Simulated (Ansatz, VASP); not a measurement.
Al in VASP and in Ansatz

The input INCAR:

```
SYSTEM = Al
PREC = Accurate
ENCUT = 520
EDIFF = 1E-6
ISMEAR = 0
SIGMA = 0.15
LREAL = .FALSE.
LASPH = .TRUE.
NELM = 100
ALGO = Normal
ISIF = 2
LWAVE = .FALSE.
LCHARG = .TRUE.
GGA = PE
IVDW = 12
LELF = .TRUE.
LVHAR = .TRUE.
NBANDS = 14
```

The input KPOINTS:

```
Automatic mesh
0
G
  18 18 6
  0 0 0
```

POSCAR

```
Al
1.0
    2.9514198798      0.0000000000      0.0000000000
   -1.4757099399      2.5560045931      0.0000000000
    0.0000000000      0.0000000000      8.9439828037
Al
4
Direct
    0.0000000000      0.0000000000      0.0000000000
    0.3333333333      0.6666666667      0.2500000000
    0.0000000000      0.0000000000      0.5000000000
    0.6666666667      0.3333333333      0.7500000000
```

Input for Ansatz:

```yaml
crystal:
  lattice:
    - [2.9514198798, 0.0, 0.0]
    - [-1.4757099399, 2.5560045931, 0.0]
    - [0.0, 0.0, 8.9439828037]
  atoms:
    - { symbol: Al, position: [0.0, 0.0, 0.0] }
    - { symbol: Al, position: [0.3333333333, 0.6666666667, 0.25] }
    - { symbol: Al, position: [0.0, 0.0, 0.5] }
    - { symbol: Al, position: [0.6666666667, 0.3333333333, 0.75] }
basis:
  ecutwfc: 420
kpoints:
  mp_grid: { grid: [18, 18, 6] }
hamiltonian:
  xc: pbe
  dispersion: d3bj
scf:
  occupations: { method: gaussian, width: 0.15 }
output:
  forces: true
  stress: true
  eigenvalues: true
```

Alike in both runs: task single point; functional PBE; dispersion D3(BJ); k mesh 18 × 18 × 6; occupations gaussian, width 0.15 eV; no spin polarisation.

```csv
,VASP,Ansatz
version,VASP 6.6.1,Ansatz 0.2.0
potentials or method,"VASP PAW PBE potentials, release 64 (Al), cutoff 520 eV","scalar-relativistic, plane waves, PAW"
valence electrons in the cell,12,12
```

```csv
,VASP,Ansatz,Ansatz less VASP
gap on the k mesh at the Fermi level (eV),none,none,-
pressure (GPa),-4.1,-4.0,+0.03
"traceless stress, the component that is largest in VASP (GPa)",2.90,2.91,+0.007
```

A gap of «none» marks a metal or a gap that the smearing closes.
